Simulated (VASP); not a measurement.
A run of VASP 6.6.1:

INCAR

```
SYSTEM = CuO
PREC = Accurate ; ENCUT = 600
EDIFF = 1E-6 ; ISMEAR = -1
SIGMA = 0.0862 ; LREAL = .False.
LASPH = .True. ; NELM = 200
ALGO = Normal ; ISIF = 2
LWAVE = .False. ; LCHARG = .True.
ISPIN = 2 ; MAGMOM = 0.35 0.31
LORBIT = 11 ; LMAXMIX = 4
LDAU = .True. ; LDAUTYPE = 2
LDAUL = 2 -1 ; LDAUU = 5 0
LDAUJ = 0 0 ; LDAUPRINT = 1
GGA = PE ; IVDW = 12
LELF = .True. ; LVHAR = .True.
NBANDS = 20 ; GGA_COMPAT = .False.
```

File KPOINTS:

```
regular mesh
0
Gamma
  7 7 7
  0 0 0
```

Contents of POSCAR:

```
CuO
1.0
    0.0000000000      2.2506257200      2.2506257200
    2.2506257200      0.0000000000      2.2506257200
    2.2506257200      2.2506257200      0.0000000000
Cu O
1 1
Direct
    0.0000000000      0.0000000000      0.0000000000
    0.2500000000      0.2500000000      0.2500000000
```

Potentials or basis: VASP PAW PBE potentials, release 64 (Cu, O).

Run with:

```console
$ cat potpaw_PBE.64/Cu/POTCAR potpaw_PBE.64/O/POTCAR > POTCAR
$ mpirun -np 1 vasp_std > vasp.out
```

Hardware: 1 thread of Intel Xeon 8259CL (shared host).

How long does it take, and how much memory?

Wall time 43 s on 1 thread of Intel Xeon 8259CL, with other jobs on the host, peak memory 0.19 GiB. Counts: scf iterations 14, k points 20.
